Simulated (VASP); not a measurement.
Sr3SbP, 5 atoms in the cell. Symmetry: P4/mmm, No. 123, tetragonal system. The conventional cell has a = 5.912 Å, b = 5.912 Å, c = 5.740 Å, α = 90.00°, β = 90.00°, γ = 90.00°. Within 3.9 Å of Sr (site symmetry mmm) lie 2 P at 2.96 Å. Within 3.8 Å of Sr (site symmetry 4/mmm) lie 2 P at 2.87 Å. Sb (site symmetry 4/mmm) has 12 Sr at 4.12 to 4.18 Å and 8 P at 5.07 Å within 5.4 Å. P (site symmetry 4/mmm) has 6 Sr at 2.87 to 2.96 Å within 3.8 Å.  This cell differs from its parent crystal: strain +0.030 along x and y, +0.000 along z.

```yaml
Program: VASP 6.6.1
Task: single point
Functional: PBEsol
Potentials_or_basis: VASP PAW PBE potentials, release 64 (Sr_sv, Sb, P)
Cutoff: 520 eV
k_mesh: 6 × 6 × 6
Occupations: gaussian, width 0.03 eV
Spin: no spin polarisation
Dipole_correction: no
Further_INCAR_settings: ALGO = Normal; EDIFF = 1e-07; NBANDS = 28
```

Potentials or basis: VASP PAW PBE potentials, release 64 (Sr_sv, Sb, P).

Run with:

```console
$ cat potpaw_PBE.64/Sr_sv/POTCAR potpaw_PBE.64/Sb/POTCAR potpaw_PBE.64/P/POTCAR > POTCAR
$ mpirun -np 1 vasp_std > vasp.out
```

Hardware: 1 thread of Intel Xeon 6975P-C, with other jobs on the host.

**Question.** How long does it take, and how much memory?

**Answer.** Wall time 4.7 min on 1 thread of Intel Xeon 6975P-C, with other jobs on the host, peak memory 0.46 GiB. Counts: scf iterations 18, k points 40.
